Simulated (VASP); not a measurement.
# Ta (P6_3/mmc) in VASP: further runs

The runs below take Ta through single point, with PBEsol.

Program: VASP 6.6.1. These are calculated values, not measurements. Logs are shortened: lines on timing, memory, paths and dates and some standing lists are left out, and cuts for length are marked.

## (1) The cell of the first run

Symmetry: P6_3/mmc, No. 194, hexagonal system. Conventional cell: a = 2.777 Å, b = 2.777 Å, c = 9.580 Å, α = 90.00°, β = 90.00°, γ = 120.00°. Ta (site symmetry -3m) has 12 Ta at 2.78 to 2.88 Å within 3.7 Å. Ta (site symmetry -6m2) has 12 Ta at 2.78 to 2.88 Å within 3.7 Å.

This isn't the form of Ta at room conditions, which is bcc.

## (2) Single point, PBEsol (15.99 Å³/atom)

Input file INCAR:

```
ALGO = Normal
EDIFF = 1E-6
ENCUT = 520
GGA = PS
ISIF = 2
ISMEAR = -1
LASPH = True
LCHARG = False
LREAL = False
LWAVE = False
NBANDS = 30
NELM = 60
PREC = Accurate
SIGMA = 0.1
```

Input file KPOINTS:

```
k-points
0
Gamma
  14 14 4
```

Input file POSCAR:

```
Ta
1.0
    2.7767557086      0.0000000000      0.0000000000
   -1.3883778543      2.4047409837      0.0000000000
    0.0000000000      0.0000000000      9.5804494697
Ta
4
Direct
    0.0000000000      1.0000000000      1.0000000000
    1.0000000000      1.0000000000      0.5000000000
    0.3333333333      0.6666666667      0.2500000000
    0.6666666667      0.3333333333      0.7500000000
```

Potentials or basis: VASP PAW PBE potentials, release 64 (Ta_pv).

The run is started by

```bash
cat potpaw_PBE.64/Ta_pv/POTCAR > POTCAR
mpirun -np 1 vasp_std > vasp.out
```

OUTCAR:

```text
EDIFF = 1E-6
   ENCUT = 520
   GGA = PS
   ISIF = 2
   ISMEAR = -1
   LASPH = True
   LREAL = False
   NELM = 60
   PREC = Accurate

 ion  position               nearest neighbor table
   1  0.000  0.000  0.000-   3 2.88   4 2.88   3 2.88   4 2.88   4 2.88   3 2.88
   2  0.000  0.000  0.500-   3 2.88   4 2.88   3 2.88   4 2.88   4 2.88   3 2.88
   3  0.333  0.667  0.250-   1 2.88   2 2.88   1 2.88   2 2.88   1 2.88   2 2.88
   4  0.667  0.333  0.750-   1 2.88   2 2.88   1 2.88   2 2.88   1 2.88   2 2.88

  LATTYP: Found a hexagonal cell.
 ALAT       =     2.7767557086
 C/A-ratio  =     3.4502313041

  Lattice vectors:

 A1 = (   2.7767557086,   0.0000000000,   0.0000000000)
 A2 = (  -1.3883778543,   2.4047409837,   0.0000000000)
 A3 = (   0.0000000000,   0.0000000000,   9.5804494697)

Analysis of symmetry for initial positions (statically):
=====================================================================
 Subroutine PRICEL returns:
 Original cell was already a primitive cell.

 Routine SETGRP: Setting up the symmetry group for a
 hexagonal supercell.

 Subroutine GETGRP returns: Found 24 space group operations
 (whereof 12 operations were pure point group operations)
 out of a pool of 24 trial point group operations.

The static configuration has the point symmetry D_3d.
 The point group associated with its full space group is D_6h.

Analysis of symmetry for dynamics (positions and initial velocities):
=====================================================================
 Subroutine PRICEL returns:
 Original cell was already a primitive cell.

 Routine SETGRP: Setting up the symmetry group for a
 hexagonal supercell.

 Subroutine GETGRP returns: Found 24 space group operations
 (whereof 12 operations were pure point group operations)
 out of a pool of 24 trial point group operations.

The dynamic configuration has the point symmetry D_3d.
 The point group associated with its full space group is D_6h.

 Subroutine INISYM returns: Found 24 space group operations
 (whereof 12 operations are pure point group operations),
 and found     1 'primitive' translations

----------------------------------------------------------------------------------------

                                     Primitive cell

  volume of cell :      63.9723

  direct lattice vectors                    reciprocal lattice vectors
     2.776755709  0.000000000  0.000000000     0.360132509  0.207922601  0.000000000
    -1.388377854  2.404740984  0.000000000     0.000000000  0.415845202  0.000000000
     0.000000000  0.000000000  9.580449470     0.000000000  0.000000000  0.104379236

  length of vectors
     2.776755709  2.776755709  9.580449470     0.415845202  0.415845202  0.104379236

  position of ions in fractional coordinates (direct lattice)
     0.000000000  0.000000000  0.000000000
     0.000000000  0.000000000  0.500000000
     0.333333333  0.666666667  0.250000000
     0.666666667  0.333333333  0.750000000

  ion indices of the primitive-cell ions
   primitive index   ion index
                 1           1
                 2           2
                 3           3
                 4           4

----------------------------------------------------------------------------------------

 KPOINTS: k-points

Automatic generation of k-mesh.
 Grid dimensions read from file:
 generate k-points for:   14   14    4

 Generating k-lattice:

  Cartesian coordinates                     Fractional coordinates (reciprocal lattice)
     0.025723751  0.014851614  0.000000000     0.071428571  0.000000000  0.000000000
     0.000000000  0.029703229  0.000000000     0.000000000  0.071428571  0.000000000
     0.000000000  0.000000000  0.026094809     0.000000000  0.000000000  0.250000000

  Length of vectors
     0.029703229  0.029703229  0.026094809

  Shift w.r.t. Gamma in fractional coordinates (k-lattice)
     0.000000000  0.000000000  0.000000000

 Subroutine IBZKPT returns following result:
 ===========================================

 Found     72 irreducible k-points:

 Following reciprocal coordinates:
            Coordinates               Weight
  0.000000  0.000000  0.000000      1.000000
  0.071429  0.000000  0.000000      6.000000
  0.142857  0.000000  0.000000      6.000000
  0.214286  0.000000  0.000000      6.000000
  0.285714  0.000000  0.000000      6.000000
  0.357143  0.000000  0.000000      6.000000
[... 16 lines left out ...]
  0.285714  0.285714  0.000000      6.000000
  0.357143  0.285714  0.000000      6.000000
 [... further k-points ...]
   k-points           NKPTS =     72   k-points in BZ     NKDIM =     72   number of bands    NBANDS=     30
   number of dos      NEDOS =    301   number of ions     NIONS =      4
   total plane-waves  NPLWV =  41472
   dimension x,y,z NGX =    24 NGY =   24 NGZ =   72
   dimension x,y,z NGXF=    48 NGYF=   48 NGZF=  144
   ions per type =               4
   NGX,Y,Z   is equivalent  to a cutoff of  14.37, 14.37, 12.49 a.u.
   NGXF,Y,Z  is equivalent  to a cutoff of  28.74, 28.74, 24.99 a.u.
 SYSTEM =  unknown system
   PREC   = accura    normal or accurate (medium, high low for compatibility)
   ISTART =      0    job   : 0-new  1-cont  2-samecut
   ICHARG =      2    charge: 1-file 2-atom 10-const
   ISPIN  =      1    spin polarized calculation?
   LNONCOLLINEAR =      F non collinear calculations
   LSORBIT =      F    spin-orbit coupling
   LASPH  =      T    aspherical Exc in radial PAW
   ENCUT  =  520.0 eV  38.22 Ry    6.18 a.u.   5.16  5.16 17.81*2*pi/ulx,y,z
   NELM   =     60;   NELMIN=  2; NELMDL= -5     # of ELM steps
   EDIFF  = 0.1E-05   stopping-criterion for ELM
   LREAL  =      F    real-space projection
   EDIFFG = 0.1E-04   stopping-criterion for IOM
   NSW    =      0    number of steps for IOM
   IBRION =     -1    ionic relax: 0-MD 1-quasi-New 2-CG
   NFREE  =      0    steps in history (QN), initial steepest desc. (CG)
   ISIF   =      2    stress and relaxation
   ISYM   =      2    0-nonsym 1-usesym 2-fastsym
   POTIM  = 0.5000    time-step for ionic-motion
   TEBEG  =    0.0;   TEEND  =   0.0 temperature during run
   PSTRESS=    0.0 pullay stress
   NELECT =      44.0000    total number of electrons
   NUPDOWN=      -1.0000    fix difference up-down
   EMIN   =  10.00;   EMAX   =-10.00  energy-range for DOS
   EFERMI =   0.00;   METHOD = LEGACY
   ISMEAR =    -1;   SIGMA  =   0.10  broadening in eV -4-tet -1-fermi 0-gaus
   EFERMI_NEDOS =   21; number of points for ismear=-14 and -15
   IALGO  =     38    algorithm
   IMIX   =      4    mixing-type and parameters
     AMIX     =   0.40;   BMIX     =  1.00
     AMIX_MAG =   1.60;   BMIX_MAG =  1.00
  volume/ion in A,a.u.               =      15.99       107.93
  Fermi-wavevector in a.u.,A,eV,Ry     =   1.445091  2.730825 28.412871  2.088287
  Thomas-Fermi vector in A             =   2.563312
   LORBIT       =      0    0 simple, 1 ext, 2 COOP (PROOUT), +10 PAW based schemes
   GGA     = PS    functional components
   LHFCALC =     F    Hartree Fock is set to
   AEXX    =    0.0000 exact exchange contribution
   IVDW    =     0    specifies the selected vdW correction
   LEPSILON=     F    determine dielectric tensor
   LRPA    =     F    only Hartree local field effects (RPA)
 non-spin polarized calculation
  energy-cutoff  :      520.00
  volume of cell :       63.97
 maximum number of plane-waves:      1742
 NGX is ok and might be reduce to    24
   NGX = 11   NGY = 11   NGZ = 35

 number of electron      43.9999998 magnetization

 Free energy of the ion-electron system (eV)
  ---------------------------------------------------
  ext. energy  EPLUGINS =         0.00000000
  ---------------------------------------------------
  free energy    TOTEN  =       -48.36542728 eV

  energy without entropy =      -48.22635015  energy(sigma->0) =      -48.29588871

 E-fermi :   6.7830     XC(G=0): -13.3448

 val. band max:        6.7676053268   @ k =   0.3571   0.1429   0.0000
 cond. band min:       6.8013900216   @ k =   0.2143   0.1429   0.5000
 fundamental gap:      0.0337846948
 Fermi energy:         6.7829729407

 k-point     1 :       0.0000    0.0000    0.0000
  band No.  band energies     occupation
      1     -27.8387      2.00000
      2     -27.1490      2.00000
      3     -27.0741      2.00000
      4     -26.3230      2.00000
      5     -26.3230      2.00000
      6     -26.3064      2.00000
[... 22 lines left out ...]
     29      10.2562      0.00000
     30      10.2562      0.00000

 k-point     2 :       0.0714    0.0000    0.0000
  band No.  band energies     occupation
      1     -27.8111      2.00000
      2     -27.1466      2.00000
      3     -27.0741      2.00000
      4     -26.4058      2.00000
      5     -26.3464      2.00000
      6     -26.3457      2.00000
[... 22 lines left out ...]
     29       9.8336      0.00000
     30       9.9612      0.00000

 k-point     3 :       0.1429    0.0000    0.0000
  band No.  band energies     occupation
      1     -27.7315      2.00000
      2     -27.1519      2.00000
      3     -27.0919      2.00000
      4     -26.6316      2.00000
      5     -26.5205      2.00000
      6     -26.4717      2.00000
[... 22 lines left out ...]
     29       9.0195      0.00000
     30       9.4076      0.00000

 k-point     4 :       0.2143    0.0000    0.0000
  band No.  band energies     occupation
      1     -27.6101      2.00000
      2     -27.2190      2.00000
      3     -27.1952      2.00000
      4     -26.9381      2.00000
      5     -26.7992      2.00000
      6     -26.6823      2.00000
[... 22 lines left out ...]
     29       9.5102      0.00000
     30       9.6020      0.00000

 k-point     5 :       0.2857    0.0000    0.0000
  band No.  band energies     occupation
      1     -27.5056      2.00000
      2     -27.4250      2.00000
      3     -27.3777      2.00000
      4     -27.2434      2.00000
      5     -27.1486      2.00000
      6     -26.7369      2.00000
[... 22 lines left out ...]
     29      10.7688      0.00000
     30      10.9304      0.00000
[... 526 lines left out ...]
     29      10.8400      0.00000
     30      12.8233      0.00000

 k-point    22 :       0.3571    0.2143    0.0000
  band No.  band energies     occupation
      1     -27.7329      2.00000
      2     -27.7322      2.00000
      3     -27.5721      2.00000
      4     -27.5193      2.00000
      5     -27.1470      2.00000
      6     -27.1067      2.00000
[... 22 lines left out ...]
     29      11.5629      0.00000
     30      12.5426      0.00000

 k-point    23 :       0.2857    0.2857    0.0000
  band No.  band energies     occupation
      1     -27.6453      2.00000
      2     -27.6077      2.00000
      3     -27.5860      2.00000
      4     -27.3974      2.00000
      5     -27.2593      2.00000
      6     -27.2448      2.00000
[... 22 lines left out ...]
     29      11.1010      0.00000
     30      12.8620      0.00000

 k-point    24 :       0.3571    0.2857    0.0000
  band No.  band energies     occupation
      1     -27.5982      2.00000
      2     -27.5915      2.00000
      3     -27.4864      2.00000
      4     -27.4389      2.00000
      5     -27.3575      2.00000
      6     -27.2722      2.00000
[... 22 lines left out ...]
     29      11.7499      0.00000
     30      12.3976      0.00000

 [... further k-points ...]
[... 5 lines left out ...]
  --------------------------------------------------------------------------------------
  -------------------------------------------------------------------------------------
  Total       12.9100669     12.9100669     13.4774915      0.0000000      0.0000000     -0.0000000
  in kB      323.3309004    323.3309004    337.5419737      0.0000000      0.0000000     -0.0000000
  external PRESSURE =     328.0679248 kB  Pullay stress =       0.0000000 kB

 VOLUME and BASIS-vectors are now :
 -----------------------------------------------------------------------------
  energy-cutoff  :      520.00
  volume of cell :       63.97
      direct lattice vectors                 reciprocal lattice vectors
     2.776755709  0.000000000  0.000000000     0.360132509  0.207922601  0.000000000
    -1.388377854  2.404740984  0.000000000     0.000000000  0.415845202  0.000000000
     0.000000000  0.000000000  9.580449470     0.000000000  0.000000000  0.104379236

 POSITION                                       TOTAL-FORCE (eV/Angst)
 -----------------------------------------------------------------------------------
      0.00000      0.00000      0.00000        -0.000000      0.000000     -0.000000
      0.00000      0.00000      4.79022        -0.000000      0.000000     -0.000000
     -0.00000      1.60316      2.39511        -0.000000     -0.000000      0.000000
      1.38838      0.80158      7.18534         0.000000      0.000000      0.000000
 -----------------------------------------------------------------------------------
    total drift:                               -0.000000      0.000000      0.000000

  FREE ENERGIE OF THE ION-ELECTRON SYSTEM (eV)
  ---------------------------------------------------
  free  energy   TOTEN  =       -48.3654272815 eV

  energy  without entropy=      -48.2263501482  energy(sigma->0) =      -48.29588871
```

Run time: 52 s. Hardware: 1 thread of Intel Xeon 6975P-C (Granite Rapids), shared host; peak memory 0.24 GiB.

What came out:

| Property | Result |
| --- | --- |
| Free energy | -48.3654 eV |
| Pressure | 32.8 GPa |
| Band gap on the k mesh | zero (bands 22 and 23 overlap by 1.30 eV) |

Levels at points of the mesh, in eV from the Fermi level:
| k point | band 20 | band 21 | band 22 | band 23 | band 24 | band 25 |
| --- | --- | --- | --- | --- | --- | --- |
| (0.00, 0.00, 0.00) | 0.29 | 0.29 | 0.42 | 0.42 | 0.79 | 0.88 |
| (0.50, 0.00, 0.00) | -1.41 | -0.29 | 0.51 | 0.66 | 2.32 | 2.78 |
| (0.00, 0.00, 0.50) | -0.29 | 0.43 | 0.43 | 0.43 | 0.43 | 0.84 |
| (0.50, 0.00, 0.50) | -1.36 | 0.79 | 0.79 | 1.11 | 1.11 | 1.81 |

Caveat: the cell stands under pressure; the PAW data sets were made with another functional, which shifts forces and pressure a little; spin-orbit coupling is left out, which moves the levels of the heavy elements.

[end of part 1 of 3]
